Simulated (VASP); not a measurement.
A run of VASP 6.6.1 is set up as follows.

The input INCAR:

```
PREC     = Accurate       # precision mode
ENCUT    = 520            # plane-wave cutoff, eV
EDIFF    = 1E-6           # SCF threshold, eV
ISMEAR   = 0              # smearing method
SIGMA    = 0.1            # smearing width, eV
LREAL    = F              # projectors in reciprocal space
LASPH    = T              # aspherical terms in the spheres
NELM     = 60             # most SCF steps
ALGO     = Normal         # electronic algorithm
ISIF     = 2              # what is computed and relaxed
LWAVE    = F              # write WAVECAR
LCHARG   = F              # write CHGCAR
GGA      = PE             # functional
NBANDS   = 28             # bands
```

Contents of KPOINTS:

```
Automatic mesh
0
Gamma
  4 4 8
```

File POSCAR:

```
BeTe6
1.0
    7.5017349517      0.0000000000      0.0000000000
    0.0000000000      7.5017349517      0.0000000000
    0.0000000000      0.0000000000      4.5214936995
Be Te
1 6
Direct
    0.5000000000      0.5000000000      0.0000000000
    0.6865814679      0.6865814679      0.6767628765
    0.3134185321      0.3134185321      0.6767628765
    0.6865814679      0.3134185321      0.3232371235
    0.3134185321      0.6865814679      0.3232371235
    0.5000000000      0.0000000000      0.0000000000
    0.0000000000      0.5000000000      0.0000000000
```

Potentials or basis: VASP PAW PBE potentials, release 64 (Be, Te).

The run is started by

```console
$ cat potpaw_PBE.64/Be/POTCAR potpaw_PBE.64/Te/POTCAR > POTCAR
$ mpirun -np 1 vasp_std > vasp.out
```

What does it give for the pressure?

0.0 GPa.

What does it give for the largest force?

0.015 eV/Å.

Estimate the band gap on the k mesh.

zero (band 19 reaches 4.44 eV, above the bottom of band 20 at 3.88 eV).

Forces in eV/Å, atoms in the order of the input:
```
Be   0.000  0.000  0.000
Te   0.007  0.007 -0.012
Te  -0.007 -0.007 -0.012
Te   0.007 -0.007  0.012
Te  -0.007  0.007  0.012
Te   0.000  0.000  0.000
Te   0.000  0.000  0.000
```

Caveat: spin-orbit coupling is left out, which moves the levels of the heavy elements.
